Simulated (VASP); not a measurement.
# BiC2 (P6/mmm) in VASP: further runs

The runs below take BiC2 through relaxation of cell and atoms, with PBE.

All numbers are computed with VASP 6.6.1; they aren't measurements. Logs are shortened: lines on timing, memory, paths and dates and some standing lists are left out, and cuts for length are marked.

## (1) The cell of the first run

The structure is hexagonal, space group P6/mmm (No. 191). Conventional cell: a = 2.779 Å, b = 2.779 Å, c = 7.387 Å, α = 90.00°, β = 90.00°, γ = 120.00°. Within 3.7 Å of Bi (site symmetry 6/mmm) lie 6 Bi at 2.78 Å. Within 2.1 Å of C (site symmetry -6m2) lie 3 C at 1.60 Å.

## (2) Relaxation of cell and atoms, PBE

INCAR reads:

```
SYSTEM = BiC2
PREC = Accurate
ENCUT = 600
EDIFF = 1E-6
ISMEAR = 0
SIGMA = 0.1
LREAL = .False.
LASPH = .True.
NELM = 100
ALGO = Normal
ISIF = 3
LWAVE = .False.
LCHARG = .False.
GGA = PE
IBRION = 2
NSW = 100
EDIFFG = -0.01
```

KPOINTS reads:

```
regular mesh
0
Gamma
  18 18 6
  0 0 0
```

POSCAR reads:

```
BiC2
1.0
    2.7785168967      0.0000000000      0.0000000000
   -1.3892584483      2.4062662174      0.0000000000
    0.0000000000      0.0000000000      7.3872593000
Bi C
1 2
Direct
    0.0000000000      0.0000000000      0.0000000000
    0.3333333333      0.6666666667      0.5000000000
    0.6666666667      0.3333333333      0.5000000000
```

Potentials or basis: VASP PAW PBE potentials, release 64 (Bi_d, C).

On the command line:

```sh
$ cat potpaw_PBE.64/Bi_d/POTCAR potpaw_PBE.64/C/POTCAR > POTCAR
$ mpirun -np 1 vasp_std > vasp.out
```

OUTCAR:

```text
SYSTEM = BiC2
   PREC = Accurate
   ENCUT = 600
   EDIFF = 1E-6
   ISMEAR = 0
   LREAL = .False.
   LASPH = .True.
   NELM = 100
   ISIF = 3
   GGA = PE
   IBRION = 2
   NSW = 100
   EDIFFG = -0.01

 ion  position               nearest neighbor table
   1  0.000  0.000  0.000-
   2  0.333  0.667  0.500-   3 1.60   3 1.60   3 1.60
   3  0.667  0.333  0.500-   2 1.60   2 1.60   2 1.60

  LATTYP: Found a hexagonal cell.
 ALAT       =     2.7785168967
 C/A-ratio  =     2.6587059121

  Lattice vectors:

 A1 = (   2.7785168967,   0.0000000000,   0.0000000000)
 A2 = (  -1.3892584483,   2.4062662174,   0.0000000000)
 A3 = (   0.0000000000,   0.0000000000,   7.3872593000)

Analysis of symmetry for initial positions (statically):
=====================================================================
 Subroutine PRICEL returns:
 Original cell was already a primitive cell.

 Routine SETGRP: Setting up the symmetry group for a
 hexagonal supercell.

 Subroutine GETGRP returns: Found 24 space group operations
 (whereof 24 operations were pure point group operations)
 out of a pool of 24 trial point group operations.

The static configuration has the point symmetry D_6h.

Analysis of symmetry for dynamics (positions and initial velocities):
=====================================================================
 Subroutine PRICEL returns:
 Original cell was already a primitive cell.

 Routine SETGRP: Setting up the symmetry group for a
 hexagonal supercell.

 Subroutine GETGRP returns: Found 24 space group operations
 (whereof 24 operations were pure point group operations)
 out of a pool of 24 trial point group operations.

The dynamic configuration has the point symmetry D_6h.

 Subroutine INISYM returns: Found 24 space group operations
 (whereof 24 operations are pure point group operations),
 and found     1 'primitive' translations

----------------------------------------------------------------------------------------

                                     Primitive cell

  volume of cell :      49.3901

  direct lattice vectors                    reciprocal lattice vectors
     2.778516897  0.000000000  0.000000000     0.359904236  0.207790807  0.000000000
    -1.389258448  2.406266217  0.000000000     0.000000000  0.415581615  0.000000000
     0.000000000  0.000000000  7.387259300     0.000000000  0.000000000  0.135368201

  length of vectors
     2.778516897  2.778516897  7.387259300     0.415581615  0.415581615  0.135368201

  position of ions in fractional coordinates (direct lattice)
     0.000000000  0.000000000  0.000000000
     0.333333333  0.666666667  0.500000000
     0.666666667  0.333333333  0.500000000

  ion indices of the primitive-cell ions
   primitive index   ion index
                 1           1
                 2           2
                 3           3

----------------------------------------------------------------------------------------

 KPOINTS: regular mesh

Automatic generation of k-mesh.
 Grid dimensions read from file:
 generate k-points for:   18   18    6

 Generating k-lattice:

  Cartesian coordinates                     Fractional coordinates (reciprocal lattice)
     0.019994680  0.011543934  0.000000000     0.055555556  0.000000000  0.000000000
     0.000000000  0.023087867  0.000000000     0.000000000  0.055555556  0.000000000
     0.000000000  0.000000000  0.022561367     0.000000000  0.000000000  0.166666667

  Length of vectors
     0.023087867  0.023087867  0.022561367

  Shift w.r.t. Gamma in fractional coordinates (k-lattice)
     0.000000000  0.000000000  0.000000000

 Subroutine IBZKPT returns following result:
 ===========================================

 Found    148 irreducible k-points:

 Following reciprocal coordinates:
            Coordinates               Weight
  0.000000  0.000000  0.000000      1.000000
  0.055556  0.000000  0.000000      6.000000
  0.111111  0.000000  0.000000      6.000000
  0.166667 -0.000000  0.000000      6.000000
  0.222222 -0.000000  0.000000      6.000000
  0.277778  0.000000  0.000000      6.000000
[... 16 lines left out ...]
  0.333333  0.111111  0.000000     12.000000
  0.388889  0.111111  0.000000     12.000000
 [... further k-points ...]
   k-points           NKPTS =    148   k-points in BZ     NKDIM =    148   number of bands    NBANDS=     15
   number of dos      NEDOS =    301   number of ions     NIONS =      3
   total plane-waves  NPLWV =  34560
   dimension x,y,z NGX =    24 NGY =   24 NGZ =   60
   dimension x,y,z NGXF=    48 NGYF=   48 NGZF=  120
   ions per type =               1   2
   NGX,Y,Z   is equivalent  to a cutoff of  14.36, 14.36, 13.50 a.u.
   NGXF,Y,Z  is equivalent  to a cutoff of  28.72, 28.72, 27.01 a.u.
 SYSTEM =  BiC2
   PREC   = accura    normal or accurate (medium, high low for compatibility)
   ISTART =      0    job   : 0-new  1-cont  2-samecut
   ICHARG =      2    charge: 1-file 2-atom 10-const
   ISPIN  =      1    spin polarized calculation?
   LNONCOLLINEAR =      F non collinear calculations
   LSORBIT =      F    spin-orbit coupling
   LASPH  =      T    aspherical Exc in radial PAW
   ENCUT  =  600.0 eV  44.10 Ry    6.64 a.u.   5.55  5.55 14.75*2*pi/ulx,y,z
   NELM   =    100;   NELMIN=  2; NELMDL= -5     # of ELM steps
   EDIFF  = 0.1E-05   stopping-criterion for ELM
   LREAL  =      F    real-space projection
   EDIFFG = -.1E-01   stopping-criterion for IOM
   NSW    =    100    number of steps for IOM
   IBRION =      2    ionic relax: 0-MD 1-quasi-New 2-CG
   NFREE  =      1    steps in history (QN), initial steepest desc. (CG)
   ISIF   =      3    stress and relaxation
   ISYM   =      2    0-nonsym 1-usesym 2-fastsym
   POTIM  = 0.5000    time-step for ionic-motion
   TEBEG  =    0.0;   TEEND  =   0.0 temperature during run
   PSTRESS=    0.0 pullay stress
   NELECT =      23.0000    total number of electrons
   NUPDOWN=      -1.0000    fix difference up-down
   EMIN   =  10.00;   EMAX   =-10.00  energy-range for DOS
   EFERMI =   0.00;   METHOD = LEGACY
   ISMEAR =     0;   SIGMA  =   0.10  broadening in eV -4-tet -1-fermi 0-gaus
   EFERMI_NEDOS =   21; number of points for ismear=-14 and -15
   IALGO  =     38    algorithm
   IMIX   =      4    mixing-type and parameters
     AMIX     =   0.40;   BMIX     =  1.00
     AMIX_MAG =   1.60;   BMIX_MAG =  1.00
  volume/ion in A,a.u.               =      16.46       111.10
  Fermi-wavevector in a.u.,A,eV,Ry     =   1.268929  2.397929 21.907850  1.610182
  Thomas-Fermi vector in A             =   2.401998
   LORBIT       =      0    0 simple, 1 ext, 2 COOP (PROOUT), +10 PAW based schemes
   GGA     = PE    functional components
   LHFCALC =     F    Hartree Fock is set to
   AEXX    =    0.0000 exact exchange contribution
   IVDW    =     0    specifies the selected vdW correction
   LEPSILON=     F    determine dielectric tensor
   LRPA    =     F    only Hartree local field effects (RPA)
 conjugate gradient relaxation of ions
 non-spin polarized calculation
 Gauss-broadening in eV      SIGMA  =   0.10
  energy-cutoff  :      600.00
  volume of cell :       49.39
 maximum number of plane-waves:      1685
 NGX is ok and might be reduce to    24
   NGX = 11   NGY = 11   NGZ = 29

--------------------------------------- Ionic step        1  -------------------------------------------

 number of electron      22.9999996 magnetization

 Free energy of the ion-electron system (eV)
  ---------------------------------------------------
  ext. energy  EPLUGINS =         0.00000000
  ---------------------------------------------------
  free energy    TOTEN  =       -18.39362903 eV

  energy without entropy =      -18.38661405  energy(sigma->0) =      -18.39012154

------------------------ aborting loop because EDIFF is reached ----------------------------------------

  FORCE on cell =-STRESS in cart. coord.  units (eV):
  Direction    XX          YY          ZZ          XY          YZ          ZX
  --------------------------------------------------------------------------------------
  -------------------------------------------------------------------------------------
  Total        0.8437734      0.8437734      0.7458122      0.0000000      0.0000000      0.0000000
  in kB       27.3713588     27.3713588     24.1935743      0.0000000      0.0000000      0.0000000
  external PRESSURE =      26.3120973 kB  Pullay stress =       0.0000000 kB
[... 61 lines left out ...]
--------------------------------------- Ionic step        3  -------------------------------------------

 number of electron      22.9999998 magnetization

 E-fermi :   6.6266     XC(G=0): -10.0792

 val. band max:        6.6264698369   @ k =   0.3889   0.0556   0.1667
 cond. band min:       6.6427141420   @ k =   0.3333   0.2778   0.3333
 fundamental gap:      0.0162443051
 Fermi energy:         6.6266424184

 k-point     1 :       0.0000    0.0000    0.0000
  band No.  band energies     occupation
      1     -17.3383      2.00000
      2     -17.2187      2.00000
      3     -17.2187      2.00000
      4     -16.4198      2.00000
      5     -16.4198      2.00000
      6     -10.6397      2.00000
      7      -9.3299      2.00000
      8      -0.0639      2.00000
      9       2.7191      2.00000
     10       3.1218      2.00000
     11       3.1218      2.00000
     12       9.9428      0.00000
     13      11.2613      0.00000
     14      12.2506      0.00000
[... 401 lines left out ...]
      2     -16.9651      2.00000
      3     -16.5896      2.00000
      4     -16.4428      2.00000
      5     -16.2811      2.00000
      6      -7.0682      2.00000
      7      -4.4831      2.00000
      8      -3.3075      2.00000
      9       0.0973      2.00000
     10       0.9533      2.00000
     11       4.0473      2.00000
     12       6.7998      0.01433
     13       8.2711      0.00000
     14       9.3724      0.00000
     15      11.2186      0.00000

 [... further k-points ...]

------------------------ aborting loop because EDIFF is reached ----------------------------------------

  FORCE on cell =-STRESS in cart. coord.  units (eV):
  Direction    XX          YY          ZZ          XY          YZ          ZX
  --------------------------------------------------------------------------------------
  -------------------------------------------------------------------------------------
  Total       -0.3215512     -0.3215512      0.7160570     -0.0000000      0.0000000      0.0000000
  in kB      -10.2523179    -10.2523179     22.8307174     -0.0000000      0.0000000      0.0000000
  external PRESSURE =       0.7753605 kB  Pullay stress =       0.0000000 kB
[... 18 lines left out ...]
  FREE ENERGIE OF THE ION-ELECTRON SYSTEM (eV)
  ---------------------------------------------------
  free  energy   TOTEN  =       -18.4005672299 eV

  energy  without entropy=      -18.3936477894  energy(sigma->0) =      -18.39710751

[... ionic steps 4 to 8 ...]

--------------------------------------- Ionic step        9  -------------------------------------------

 number of electron      23.0000004 magnetization

------------------------ aborting loop because EDIFF is reached ----------------------------------------
[... 69 lines left out ...]
--------------------------------------- Ionic step       11  -------------------------------------------

 number of electron      23.0000004 magnetization

 Free energy of the ion-electron system (eV)
  ---------------------------------------------------
  ext. energy  EPLUGINS =         0.00000000
  ---------------------------------------------------
  free energy    TOTEN  =       -18.44836245 eV

  energy without entropy =      -18.44528768  energy(sigma->0) =      -18.44682507

 E-fermi :   5.3081     XC(G=0):  -9.1290

 val. band max:        5.3032836570   @ k =   0.3333   0.2778   0.1667
 cond. band min:       5.3141734403   @ k =   0.3333   0.2778   0.3333
 fundamental gap:      0.0108897832
 Fermi energy:         5.3080950753

 k-point     1 :       0.0000    0.0000    0.0000
  band No.  band energies     occupation
      1     -18.8747      2.00000
      2     -18.7504      2.00000
      3     -18.7504      2.00000
      4     -17.9429      2.00000
      5     -17.9429      2.00000
      6     -12.0087      2.00000
      7     -10.9085      2.00000
      8      -0.9912      2.00000
      9       0.5152      2.00000
     10       1.7443      2.00000
     11       1.7443      2.00000
     12       7.7185      0.00000
     13       9.9719      0.00000
     14      10.9088      0.00000
[... 401 lines left out ...]
      2     -18.4959      2.00000
      3     -18.1150      2.00000
      4     -17.9666      2.00000
      5     -17.8022      2.00000
      6      -8.4464      2.00000
      7      -5.8585      2.00000
      8      -4.8426      2.00000
      9      -1.2862      2.00000
     10      -0.5820      2.00000
     11       2.8370      2.00000
     12       5.5653      0.00027
     13       6.4897      0.00000
     14       7.8738      0.00000
     15       9.8989      0.00000

 [... further k-points ...]

------------------------ aborting loop because EDIFF is reached ----------------------------------------

  FORCE on cell =-STRESS in cart. coord.  units (eV):
  Direction    XX          YY          ZZ          XY          YZ          ZX
  --------------------------------------------------------------------------------------
  -------------------------------------------------------------------------------------
  Total        0.0043066      0.0043066     -0.0000963      0.0000000     -0.0000000     -0.0000000
  in kB        0.1187159      0.1187159     -0.0026559      0.0000000     -0.0000000     -0.0000000
  external PRESSURE =       0.0782586 kB  Pullay stress =       0.0000000 kB
[... 18 lines left out ...]
  FREE ENERGIE OF THE ION-ELECTRON SYSTEM (eV)
  ---------------------------------------------------
  free  energy   TOTEN  =       -18.4483624540 eV

  energy  without entropy=      -18.4452876782  energy(sigma->0) =      -18.44682507

 reached required accuracy - stopping structural energy minimisation
```

It took 31 min on 1 thread of Intel Xeon 8259CL, shared host; peak memory 0.29 GiB.

What came out:

| Quantity | Value |
| --- | --- |
| Free energy | -18.4484 eV |
| Relaxed volume | 19.37 Å³/atom |
| Relaxed cell | a = 2.791 Å, b = 2.791 Å, c = 8.616 Å, α = 90.00°, β = 90.00°, γ = 120.00° |
| Space group after relaxing (to 0.1 Å) | P6/mmm (No. 191) |
| Energy gained by relaxing | 18.2 meV/atom |
| Ionic steps | 11 |
| Pressure after relaxing | 0.0 GPa |
| Band gap on the k mesh | zero (an odd number of electrons rules out a gap without spin polarisation) |

The path:
| step | energy change (eV) | largest force (eV/Å) | pressure (GPa) | volume (Å³) |
| --- | --- | --- | --- | --- |
| 1 | 0.0000 | 0.0000 | 2.63 | 49.39 |
| 2 | 0.0039 | 0.0000 | -2.90 | 51.35 |
| 3 | -0.0069 | 0.0000 | 0.08 | 50.25 |
| 4 | -0.0166 | 0.0000 | 0.03 | 50.94 |
| 5 | -0.0381 | 0.0000 | 0.00 | 53.03 |
| 6 | -0.0543 | 0.0000 | 0.09 | 57.18 |
| 7 | -0.0547 | 0.0000 | 0.09 | 57.76 |
| 8 | -0.0547 | 0.0000 | 0.11 | 57.91 |
| 9 | -0.0547 | 0.0000 | 0.11 | 58.06 |
| 10 | -0.0536 | 0.0000 | -0.87 | 58.56 |
| 11 | -0.0547 | 0.0000 | 0.01 | 58.12 |

Final structure:
```cif
data_structure
_symmetry_space_group_name_H-M 'P 1'
_symmetry_Int_Tables_number 1
_cell_length_a 2.7910
_cell_length_b 2.7910
_cell_length_c 8.6156
_cell_angle_alpha 90.000
_cell_angle_beta 90.000
_cell_angle_gamma 120.000
_cell_volume 58.12
loop_
_atom_site_label
_atom_site_type_symbol
_atom_site_fract_x
_atom_site_fract_y
_atom_site_fract_z
_atom_site_occupancy
Bi1 Bi 0.00000 0.00000 0.00000 1
C1 C 0.33333 0.66667 0.50000 1
C2 C 0.66667 0.33333 0.50000 1
```

Caveat: the volume moved by over 15 % at a fixed basis, so the end points are rough; spin-orbit coupling is left out, which moves the levels of the heavy elements; this functional lacks dispersion, which binds layers or chains, so the pressure and a relaxed spacing across them are unreliable.

[end of part 1 of 2]

The gap in the log of VASP goes by the Fermi energy; the results here count the filled bands.